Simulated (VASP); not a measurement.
KTaO3:

```xyz
10
Lattice="7.9067 -0.0161 0.0098 -0.0081 3.9894 -0.0387 0.0049 -0.0387 3.9471" Properties=species:S:1:pos:R:3 pbc="T T T"
K     1.9980    1.9988    1.9253
K     5.9438    1.9119    2.0083
Ta    0.0226    0.0156    0.0492
Ta    3.9003   -0.0470    0.1208
O     0.0108    1.9186   -0.0557
O     0.0662    0.0611    1.8893
O     1.9734    0.0225    0.0148
O     4.0143    1.9736   -0.0408
O     3.8990   -0.0434    1.9466
O     5.9863   -0.0396    0.0559
```

```yaml
Program: VASP 6.6.1
Task: relaxation of cell and atoms
Functional: PBEsol
Potentials_or_basis: VASP PAW PBE potentials, release 64 (K_sv, Ta_pv, O)
Cutoff: 600 eV
k_mesh: 2 × 4 × 4
Occupations: fermi-dirac, width 0.05 eV
Spin: no spin polarisation
```

At the start: pressure 7.7 GPa; volume 12.45 Å³/atom.

Problem. Where does the relaxation end?

Solution. Over 25 steps the energy falls by 45.5 meV/atom and the volume is 12.72 Å³/atom (+2.2 %); space group P1 (No. 1, to 0.1 Å) before, Cm (No. 8, to 0.1 Å).

Step by step:
| step | energy change (eV) | largest force (eV/Å) | pressure (GPa) | volume (Å³) |
| --- | --- | --- | --- | --- |
| 1 | 0.0000 | 2.2594 | 7.73 | 124.49 |
| 2 | 0.1142 | 2.2018 | -10.97 | 135.58 |
| 3 | -0.3438 | 0.7791 | -2.45 | 129.08 |
| 4 | -0.3442 | 0.7970 | -2.21 | 128.95 |
| 5 | -0.4136 | 0.3930 | 0.62 | 126.86 |
| 6 | -0.4149 | 0.4678 | 1.10 | 126.54 |
| 7 | -0.4354 | 0.2528 | -0.05 | 127.20 |
| 8 | -0.4355 | 0.2389 | -0.01 | 127.17 |
| 9 | -0.4440 | 0.1722 | -0.22 | 127.31 |
| 10 | -0.4484 | 0.1252 | -0.49 | 127.50 |
| 11 | -0.4530 | 0.0727 | 0.15 | 127.10 |
| 12 | -0.4531 | 0.1047 | 0.27 | 127.03 |
| 13 | -0.4539 | 0.0556 | -0.02 | 127.21 |
| 14 | -0.4540 | 0.0462 | 0.00 | 127.19 |
| 15 | -0.4543 | 0.0334 | -0.05 | 127.23 |
| 16 | -0.4546 | 0.0350 | -0.17 | 127.31 |
| 17 | -0.4548 | 0.0297 | 0.02 | 127.20 |
| 18 | -0.4548 | 0.0276 | 0.11 | 127.15 |
| 19 | -0.4549 | 0.0203 | 0.06 | 127.19 |
| 20 | -0.4550 | 0.0177 | 0.00 | 127.23 |
| 21 | -0.4550 | 0.0182 | -0.01 | 127.24 |
| 22 | -0.4550 | 0.0190 | -0.02 | 127.25 |
| 23 | -0.4551 | 0.0125 | 0.01 | 127.23 |
| 24 | -0.4551 | 0.0179 | 0.05 | 127.21 |
| 25 | -0.4551 | 0.0081 | 0.01 | 127.24 |

Final structure:
```cif
data_structure
_symmetry_space_group_name_H-M 'P 1'
_symmetry_Int_Tables_number 1
_cell_length_a 7.9831
_cell_length_b 3.9857
_cell_length_c 3.9989
_cell_angle_alpha 90.016
_cell_angle_beta 90.032
_cell_angle_gamma 89.991
_cell_volume 127.24
loop_
_atom_site_label
_atom_site_type_symbol
_atom_site_fract_x
_atom_site_fract_y
_atom_site_fract_z
_atom_site_occupancy
K1 K 0.25036 0.49697 0.50619 1
K2 K 0.75034 0.49712 0.50606 1
Ta1 Ta 0.99807 0.99511 0.01229 1
Ta2 Ta 0.49801 0.99535 0.01257 1
O1 O 0.00397 0.49933 0.99586 1
O2 O 0.00373 0.99973 0.49731 1
O3 O 0.25329 0.99983 0.99603 1
O4 O 0.50396 0.49929 0.99582 1
O5 O 0.50362 0.99936 0.49744 1
O6 O 0.75330 0.99988 0.99607 1
```

Caveat: the PAW data sets were made with another functional, which shifts forces and pressure a little.
